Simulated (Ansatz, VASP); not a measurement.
## ZnS: VASP beside Ansatz

Contents of INCAR:

```
SYSTEM = ZnS
PREC = Accurate ; ENCUT = 520
EDIFF = 1E-6 ; ISMEAR = 0
SIGMA = 0.05 ; LREAL = .FALSE.
LASPH = .TRUE. ; NELM = 100
ALGO = Normal ; ISIF = 2
LWAVE = .FALSE. ; LCHARG = .TRUE.
GGA = PE ; LELF = .TRUE.
LVHAR = .TRUE. ; NBANDS = 26
```

File KPOINTS:

```
Automatic mesh
0
G
  12 12 6
  0 0 0
```

Contents of POSCAR:

```
ZnS
1.0
    3.8109987816      0.0000000000      0.0000000000
   -1.9054993908      3.3004217586      0.0000000000
    0.0000000000      0.0000000000      6.2340000000
Zn S
2 2
Direct
    0.3333333333      0.6666666667      0.0000000000
    0.6666666667      0.3333333333      0.5000000000
    0.2878845965      0.5757691930      0.3850000000
    0.6666666667      0.3333333333      0.8850000000
```

Input for Ansatz:

```yaml
crystal:
  lattice:
    - [3.8109987816, 0.0, 0.0]
    - [-1.9054993908, 3.3004217586, 0.0]
    - [0.0, 0.0, 6.234]
  atoms:
    - { symbol: Zn, position: [0.3333333333, 0.6666666667, 0.0] }
    - { symbol: Zn, position: [0.6666666667, 0.3333333333, 0.5] }
    - { symbol: S, position: [0.2878845965, 0.575769193, 0.385] }
    - { symbol: S, position: [0.6666666667, 0.3333333333, 0.885] }
basis:
  ecutwfc: 420
kpoints:
  mp_grid: { grid: [12, 12, 6] }
hamiltonian:
  xc: pbe
scf:
  occupations: { method: gaussian, width: 0.05 }
output:
  forces: true
  stress: true
  eigenvalues: true
```

Alike in both runs: task single point; functional PBE; k mesh 12 × 12 × 6; occupations gaussian, width 0.05 eV; no spin polarisation.

|  | VASP | Ansatz |
| --- | --- | --- |
| version | VASP 6.6.1 | Ansatz 0.2.0 |
| potentials or method | VASP PAW PBE potentials, release 64 (Zn, S), cutoff 520 eV | scalar-relativistic, plane waves, PAW |
| valence electrons in the cell | 36 | 36 |

Ansatz gave:

```
gap on the k mesh at the Fermi level (eV)                     : 2.20
least direct gap on the mesh (eV)                             : 2.20
pressure (GPa)                                                : 3.7
traceless stress, the component that is largest in VASP (GPa) : 4.91
rms of the force components (eV/Å)                            : 0.626
```

Question: What did VASP give for the same quantities?

Answer: gap on the k mesh at the Fermi level (eV): 2.21; least direct gap on the mesh (eV): 2.21; pressure (GPa): 3.9; traceless stress, the component that is largest in VASP (GPa): 4.97; rms of the force components (eV/Å): 0.632.

Atom by atom the forces differ by 0.006 eV/Å (rms over components). The functional is the same, so the differences come from potentials, cutoffs and numerics.
